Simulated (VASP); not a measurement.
# Mg (P6_3/mmc) in VASP: a series of runs

The runs below take Mg through elastic constants, with LDA, PBEsol, PBE.

Program: VASP 6.6.1. These are calculated values, not measurements. Logs are shortened: lines on timing, memory, paths and dates and some standing lists are left out, and cuts for length are marked.

### 1 The cell of the first run

The structure is hexagonal, space group P6_3/mmc (No. 194). The conventional cell has a = 3.209 Å, b = 3.209 Å, c = 5.210 Å, α = 90.00°, β = 90.00°, γ = 120.00°. Mg (site symmetry -6m2) has 12 Mg at 3.20 to 3.21 Å within 4.2 Å.

### 2 Elastic constants, LDA

Input file INCAR:

```
SYSTEM = Mg
ALGO     = Normal         ! electronic algorithm
EDIFF    = 1E-8           ! SCF threshold, eV
ENCUT    = 600            ! plane-wave cutoff, eV
IBRION   = 6              ! ionic algorithm
ISIF     = 3              ! what is computed and relaxed
ISMEAR   = -1             ! smearing method
LASPH    = .TRUE.         ! aspherical terms in the spheres
LCHARG   = .TRUE.         ! write CHGCAR
LREAL    = .FALSE.        ! projectors in reciprocal space
LWAVE    = .FALSE.        ! write WAVECAR
NBANDS   = 9              ! bands
NELM     = 60             ! most SCF steps
NFREE    = 2            
NSW      = 1              ! ionic steps
POTIM    = 0.015          ! step
PREC     = Accurate       ! precision mode
SIGMA    = 0.05           ! smearing width, eV
```

Input file KPOINTS:

```
k-points
0
G
  7 7 4
  0 0 0
```

Input file POSCAR:

```
Mg
1.0
    3.2093000000      0.0000000000      0.0000000000
   -1.6046500000      2.7793353284      0.0000000000
    0.0000000000      0.0000000000      5.2103000000
Mg
2
Direct
    0.6666666667      0.3333333333      0.7500000000
    0.3333333333      0.6666666667      0.2500000000
```

Potentials or basis: VASP PAW LDA potentials, release 64 (Mg).

Started as:

```
$ cat potpaw_LDA.64/Mg/POTCAR > POTCAR
$ mpirun -np 1 vasp_std > vasp.out
```

OUTCAR:

```text
SYSTEM = Mg
   EDIFF = 1E-8
   ENCUT = 600
   IBRION = 6
   ISIF = 3
   ISMEAR = -1
   LASPH = .TRUE.
   LREAL = .FALSE.
   NELM = 60
   NFREE = 2
   NSW = 1
   POTIM = 0.015
   PREC = Accurate

 ion  position               nearest neighbor table
   1  0.667  0.333  0.750-   2 3.20   2 3.20   2 3.20   2 3.20   2 3.20   2 3.20
   2  0.333  0.667  0.250-   1 3.20   1 3.20   1 3.20   1 3.20   1 3.20   1 3.20

  LATTYP: Found a hexagonal cell.
 ALAT       =     3.2093000000
 C/A-ratio  =     1.6235004518

  Lattice vectors:

 A1 = (   3.2093000000,   0.0000000000,   0.0000000000)
 A2 = (  -1.6046500000,   2.7793353284,   0.0000000000)
 A3 = (   0.0000000000,   0.0000000000,   5.2103000000)

Analysis of symmetry for initial positions (statically):
=====================================================================
 Subroutine PRICEL returns:
 Original cell was already a primitive cell.

 Routine SETGRP: Setting up the symmetry group for a
 hexagonal supercell.

 Subroutine GETGRP returns: Found 24 space group operations
 (whereof 12 operations were pure point group operations)
 out of a pool of 24 trial point group operations.

The static configuration has the point symmetry D_3d.
 The point group associated with its full space group is D_6h.

Analysis of symmetry for dynamics (positions and initial velocities):
=====================================================================
 Subroutine PRICEL returns:
 Original cell was already a primitive cell.

 Routine SETGRP: Setting up the symmetry group for a
 hexagonal supercell.

 Subroutine GETGRP returns: Found 24 space group operations
 (whereof 12 operations were pure point group operations)
 out of a pool of 24 trial point group operations.

The dynamic configuration has the point symmetry D_3d.
 The point group associated with its full space group is D_6h.

 Subroutine INISYM returns: Found 24 space group operations
 (whereof 12 operations are pure point group operations),
 and found     1 'primitive' translations

----------------------------------------------------------------------------------------

                                     Primitive cell

  volume of cell :      46.4744

  direct lattice vectors                    reciprocal lattice vectors
     3.209300000  0.000000000  0.000000000     0.311594429  0.179899127  0.000000000
    -1.604650000  2.779335328  0.000000000     0.000000000  0.359798255  0.000000000
     0.000000000  0.000000000  5.210300000     0.000000000  0.000000000  0.191927528

  length of vectors
     3.209300000  3.209300000  5.210300000     0.359798255  0.359798255  0.191927528

  position of ions in fractional coordinates (direct lattice)
     0.666666667  0.333333333  0.750000000
     0.333333333  0.666666667  0.250000000

  ion indices of the primitive-cell ions
   primitive index   ion index
                 1           1
                 2           2

----------------------------------------------------------------------------------------

 KPOINTS: k-points

Automatic generation of k-mesh.
 Grid dimensions read from file:
 generate k-points for:    7    7    4

 Generating k-lattice:

[... 113 lines left out ...]
  FORCE on cell =-STRESS in cart. coord.  units (eV):
  Direction    XX          YY          ZZ          XY          YZ          ZX
  --------------------------------------------------------------------------------------
  -------------------------------------------------------------------------------------
  Total       -1.0215677     -1.0215677     -0.2381123      0.0000000     -0.0000000      0.0000000
  in kB      -35.2179216    -35.2179216     -8.2087768      0.0000000     -0.0000000      0.0000000
  external PRESSURE =     -26.2148733 kB  Pullay stress =       0.0000000 kB
[... 89 lines left out ...]
  FREE ENERGIE OF THE ION-ELECTRON SYSTEM (eV)
  ---------------------------------------------------
  free  energy   TOTEN  =        -3.6285094480 eV

  energy  without entropy=       -3.6223145022  energy(sigma->0) =       -3.62541198

[... ionic steps 4 to 14 ...]

--------------------------------------- Ionic step       15  -------------------------------------------

 number of electron       4.0000000 magnetization

------------------------ aborting loop because EDIFF is reached ----------------------------------------
[... 67 lines left out ...]
--------------------------------------- Ionic step       17  -------------------------------------------

 number of electron       4.0000000 magnetization

 Free energy of the ion-electron system (eV)
  ---------------------------------------------------
  ext. energy  EPLUGINS =         0.00000000
  ---------------------------------------------------
  free energy    TOTEN  =        -3.61461828 eV

  energy without entropy =       -3.60719981  energy(sigma->0) =       -3.61090904

 E-fermi :   2.3692     XC(G=0):  -8.6403

 val. band max:        2.3603853716   @ k =   0.4286   0.0000   0.2500
 cond. band min:       2.6062591891   @ k =   0.2857   0.0000   0.0000
 fundamental gap:      0.2458738175
 Fermi energy:         2.3691695048

 k-point     1 :       0.0000    0.0000    0.0000
  band No.  band energies     occupation
      1      -4.4607      2.00000
      2       0.7810      2.00000
      3       1.1255      2.00000
      4      13.2338      0.00000
      5      13.2338      0.00000
      6      13.2460      0.00000
      7      13.2460      0.00000
      8      14.1590      0.00000
      9      15.6641      0.00000
[... 265 lines left out ...]
 k-point    24 :       0.2857    0.2857    0.5000
  band No.  band energies     occupation
      1       1.4576      2.00000
      2       1.5054      2.00000
      3       3.8392      0.00000
      4       3.8524      0.00000
      5       4.6086      0.00000
      6       4.6196      0.00000
      7      11.9415      0.00000
      8      11.9842      0.00000
      9      14.1378      0.00000

 [... further k-points ...]

------------------------ aborting loop because EDIFF is reached ----------------------------------------

  FORCE on cell =-STRESS in cart. coord.  units (eV):
  Direction    XX          YY          ZZ          XY          YZ          ZX
  --------------------------------------------------------------------------------------
  -------------------------------------------------------------------------------------
  Total       -1.0212619     -1.0212619     -0.2362261      0.0000000     -0.0000000      0.0000000
  in kB      -35.2073812    -35.2073812     -8.1437510      0.0000000     -0.0000000      0.0000000
  external PRESSURE =     -26.1861711 kB  Pullay stress =       0.0000000 kB
[... 17 lines left out ...]
  FREE ENERGIE OF THE ION-ELECTRON SYSTEM (eV)
  ---------------------------------------------------
  free  energy   TOTEN  =        -3.6146182761 eV

  energy  without entropy=       -3.6071998069  energy(sigma->0) =       -3.61090904

 INTERNAL STRAIN TENSORS FROM STRAINED CELLS
 ============================================

 INTERNAL STRAIN TENSOR FOR ION    1 for displacements in x,y,z  (eV/Angst):
          X           Y           Z          XY          YZ          ZX
  --------------------------------------------------------------------------------
  x    -0.00000     0.00000     0.00000     0.32578    -0.00000     0.00000
  y     0.32418    -0.33941     0.00000     0.00000     0.00000     0.00001
  z     0.00000     0.00000     0.00000     0.00000    -0.01571     0.00000

 INTERNAL STRAIN TENSORS FROM DISPLACED ATOMS
 ============================================

 INTERNAL STRAIN TENSOR FOR ION    1 for displacements in x,y,z  (eV/Angst):
          X           Y           Z          XY          YZ          ZX
  --------------------------------------------------------------------------------
  x    -0.00000     0.00000     0.00000     0.26531     0.00000     0.00000
  y     0.26531    -0.26531     0.00000    -0.00000     0.00000     0.00000
  z    -0.00000     0.00000     0.00000     0.00000     0.00000     0.00000

 INTERNAL STRAIN TENSOR FOR ION    2 for displacements in x,y,z  (eV/Angst):
          X           Y           Z          XY          YZ          ZX
  --------------------------------------------------------------------------------
  x     0.00000    -0.00000     0.00000    -0.26531     0.00000     0.00000
  y    -0.26531     0.26531    -0.00000     0.00000     0.00000     0.00000
  z     0.00000     0.00000    -0.00000     0.00000    -0.00000     0.00000

 Eigenvectors and eigenvalues of the dynamical matrix
 ----------------------------------------------------

   1 f  =    7.663563 THz    48.151585 2PiTHz  255.628940 cm-1    31.693935 meV
             X         Y         Z           dx          dy          dz
      1.604650  0.926445  3.907725     0.000000    0.000000    0.707107
     -0.000000  1.852890  1.302575    -0.000000   -0.000000   -0.707107
[... 16 lines left out ...]
   5 f  =    0.000000 THz     0.000000 2PiTHz    0.000000 cm-1     0.000000 meV
             X         Y         Z           dx          dy          dz
      1.604650  0.926445  3.907725     0.707107    0.000000   -0.000000
     -0.000000  1.852890  1.302575     0.707107    0.000000    0.000000

   6 f/i=    0.000000 THz     0.000000 2PiTHz    0.000003 cm-1     0.000000 meV
             X         Y         Z           dx          dy          dz
      1.604650  0.926445  3.907725    -0.000000    0.498696    0.501300
     -0.000000  1.852890  1.302575    -0.000000    0.498696    0.501300

--------------------------------------------------------------------------------------------------------

 ELASTIC MODULI CONTR FROM IONIC RELAXATION (kBar)
 Direction    XX          YY          ZZ          XY          YZ          ZX
 --------------------------------------------------------------------------------
 XX          -4.1431      4.1431     -0.0000      0.0000     -0.0000      0.0000
 YY           4.1431     -4.1431      0.0000     -0.0000      0.0000      0.0000
 ZZ          -0.0000      0.0000     -0.0000      0.0000     -0.0000      0.0000
 XY           0.0000     -0.0000      0.0000     -4.1431      0.0000      0.0000
 YZ          -0.0000      0.0000     -0.0000      0.0000     -0.0000      0.0000
 ZX           0.0000      0.0000      0.0000      0.0000      0.0000      0.0000
 --------------------------------------------------------------------------------

 TOTAL ELASTIC MODULI (kBar)
 Direction    XX          YY          ZZ          XY          YZ          ZX
 --------------------------------------------------------------------------------
 XX         566.8985    232.0529    149.1312      0.0000     -0.0000     -0.0000
 YY         232.0529    566.8985    149.1312     -0.0000      0.0000      0.0000
 ZZ         149.1312    149.1312    701.1384      0.0000     -0.0000      0.0000
 XY           0.0000      0.0000      0.0000    167.4228      0.0000      0.0000
 YZ          -0.0000      0.0000     -0.0000      0.0000     -8.9391      0.0000
 ZX          -0.0000     -0.0000      0.0000      0.0000      0.0000     -8.9391
 --------------------------------------------------------------------------------
```

It took 2.9 min on 1 thread of Intel Xeon Platinum 8488C (Sapphire Rapids), shared host; peak memory 0.22 GiB.

Results:

```yaml
Voigt_bulk_modulus: 32 GPa
Highest_phonon_frequency_at_Γ: 256 cm⁻¹
```

Phonon frequencies in cm⁻¹ (negative: imaginary):
| q point | frequencies |
| --- | --- |
| (0.000, 0.000, 0.000) | 0 0 0 114 114 256 |

Elastic tensor in Voigt notation (GPa, in the Cartesian axes of the cell as first typed):
```
57 23 15  0  0  0
23 57 15  0  0  0
15 15 70  0  0  0
 0  0  0 -1  0  0
 0  0  0  0 -1  0
 0  0  0  0  0 17
```

Clamped-ion elastic tensor (GPa):
```
57 23 15  0  0  0
23 57 15  0  0  0
15 15 70  0  0  0
 0  0  0 -1  0  0
 0  0  0  0 -1  0
 0  0  0  0  0 17
```

Caveat: the cell is under stress, which shifts elastic constants; the elastic tensor has a negative eigenvalue, so either the cell is unstable as it stands or the mesh is too thin.

### 3 Elastic constants, PBEsol

Input file INCAR:

```
SYSTEM = Mg
PREC     = Accurate       ! precision mode
ENCUT    = 600            ! plane-wave cutoff, eV
EDIFF    = 1E-8           ! SCF threshold, eV
ISMEAR   = -1             ! smearing method
SIGMA    = 0.05           ! smearing width, eV
LREAL    = .False.        ! projectors in reciprocal space
LASPH    = .True.         ! aspherical terms in the spheres
NELM     = 100            ! most SCF steps
ALGO     = Normal         ! electronic algorithm
ISIF     = 3              ! what is computed and relaxed
LWAVE    = .False.        ! write WAVECAR
LCHARG   = .True.         ! write CHGCAR
GGA      = PS             ! functional
IBRION   = 6              ! ionic algorithm
NFREE    = 2            
POTIM    = 0.015          ! step
NSW      = 1              ! ionic steps
```

Input file KPOINTS:

```
Automatic mesh
0
Gamma
  8 8 6
  0 0 0
```

POSCAR is that of step 2.

Potentials or basis: VASP PAW PBE potentials, release 64 (Mg).

Started as:

```
$ cat potpaw_PBE.64/Mg/POTCAR > POTCAR
$ mpirun -np 1 vasp_std > vasp.out
```

Wall time 3.2 min (1 thread of Intel Xeon Platinum 8375C at 2.90GHz (Ice Lake), shared host); peak memory 0.27 GiB.

It converged, with:

* Voigt bulk modulus: 35 GPa
* Highest phonon frequency at Γ: 227 cm⁻¹

Phonon frequencies in cm⁻¹ (negative: imaginary):
| q point | frequencies |
| --- | --- |
| (0.000, 0.000, 0.000) | 0 0 0 123 123 227 |

Elastic tensor in Voigt notation (GPa, in the Cartesian axes of the cell as first typed):
```
62 35  7  0  0  0
35 62  7  0  0  0
 7  7 88  0  0  0
 0  0  0 22  0  0
 0  0  0  0 22  0
 0  0  0  0  0 13
```

Clamped-ion elastic tensor (GPa):
```
63 34  7  0  0  0
34 63  7  0  0  0
 7  7 88  0  0  0
 0  0  0 22  0  0
 0  0  0  0 22  0
 0  0  0  0  0 14
```

Caveat: the cell is under stress, which shifts elastic constants; the PAW data sets were made with another functional, which shifts forces and pressure a little.

### 4 Elastic constants, PBE

Input file INCAR:

```
ALGO = Normal
EDIFF = 1E-8
ENCUT = 600
GGA = PE
IBRION = 6
ISIF = 3
ISMEAR = -1
LASPH = T
LCHARG = F
LREAL = F
LWAVE = F
NELM = 80
NFREE = 2
NSW = 1
POTIM = 0.015
PREC = Accurate
SIGMA = 0.05
```

Input file KPOINTS:

```
k-points
0
Gamma
  7 7 4
```

POSCAR is that of step 3.

Started as:

```
$ cat potpaw_PBE.64/Mg/POTCAR > POTCAR
$ mpirun -np 1 vasp_std > vasp.out
```

It took 2.5 min on 1 thread of Intel Xeon Platinum 8259CL at 2.50GHz (Skylake/Cascade Lake), shared host; peak memory 0.22 GiB.

The run converged. Its results:

* Voigt bulk modulus: 35 GPa
* Highest phonon frequency at Γ: 270 cm⁻¹

Phonon frequencies in cm⁻¹ (negative: imaginary):
```csv
q point,frequencies
"(0.000, 0.000, 0.000)",0 0 0 119 119 270
```

Elastic tensor in Voigt notation (GPa, in the Cartesian axes of the cell as first typed):
```
63 26 16  0  0  0
26 63 16  0  0  0
16 16 75  0  0  0
 0  0  0  2  0  0
 0  0  0  0  2  0
 0  0  0  0  0 18
```

Clamped-ion elastic tensor (GPa):
```
63 25 16  0  0  0
25 63 16  0  0  0
16 16 75  0  0  0
 0  0  0  2  0  0
 0  0  0  0  2  0
 0  0  0  0  0 19
```
